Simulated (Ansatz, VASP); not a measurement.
## One calculation of Sn, two programs

Contents of INCAR:

```
SYSTEM = Sn
ALGO     = Fast           ! electronic algorithm
EDIFF    = 1E-6           ! SCF threshold, eV
ENCUT    = 520            ! plane-wave cutoff, eV
GGA      = PS             ! functional
ISIF     = 2              ! what is computed and relaxed
ISMEAR   = 0              ! smearing method
LASPH    = .True.         ! aspherical terms in the spheres
LCHARG   = .True.         ! write CHGCAR
LELF     = .True.         ! ELF
LREAL    = .False.        ! projectors in reciprocal space
LVHAR    = .True.       
LWAVE    = .False.        ! write WAVECAR
NBANDS   = 21             ! bands
NELM     = 80             ! most SCF steps
PREC     = Accurate       ! precision mode
SIGMA    = 0.15           ! smearing width, eV
```

File KPOINTS:

```
k-points
0
Gamma
  12 12 12
  0 0 0
```

File POSCAR:

```
Sn
1.0
    0.0000000000      3.1969160000      3.2456000000
    3.2942840000      0.0000000000      3.2456000000
    3.2942840000      3.1969160000      0.0000000000
Sn
2
Direct
    0.5000000000      0.5000000000      0.5000000000
    0.7500000000      0.7500000000      0.7500000000
```

Input for Ansatz:

```yaml
crystal:
  lattice:
    - [0.0, 3.196916, 3.2456]
    - [3.294284, 0.0, 3.2456]
    - [3.294284, 3.196916, 0.0]
  atoms:
    - { symbol: Sn, position: [0.5, 0.5, 0.5] }
    - { symbol: Sn, position: [0.75, 0.75, 0.75] }
basis:
  ecutwfc: 420
kpoints:
  mp_grid: { grid: [12, 12, 12] }
hamiltonian:
  xc: pbesol
scf:
  occupations: { method: gaussian, width: 0.15 }
output:
  forces: true
  stress: true
  eigenvalues: true
```

Change from the starting cell: strain +0.0150 x Voigt [1, -1, 0, 0, 0, 0], atoms carried along.

Alike in both runs: task single point; functional PBEsol; k mesh 12 × 12 × 12; occupations gaussian, width 0.15 eV; no spin polarisation.

```csv
,VASP,Ansatz
version,VASP 6.6.1,Ansatz 0.2.0
potentials or method,"VASP PAW PBE potentials, release 64 (Sn_d), cutoff 520 eV","scalar-relativistic, plane waves, PAW"
valence electrons in the cell,28,28
```

|  | VASP | Ansatz | Ansatz less VASP |
| --- | --- | --- | --- |
| gap on the k mesh at the Fermi level (eV) | none | none | - |
| pressure (GPa) | 0.9 | 1.0 | +0.06 |
| traceless stress, the component that is largest in VASP (GPa) | -0.46 | -0.46 | +0.001 |

VASP's potentials were made for PBE, not for PBEsol. A gap of «none» marks a metal or a gap that the smearing closes.
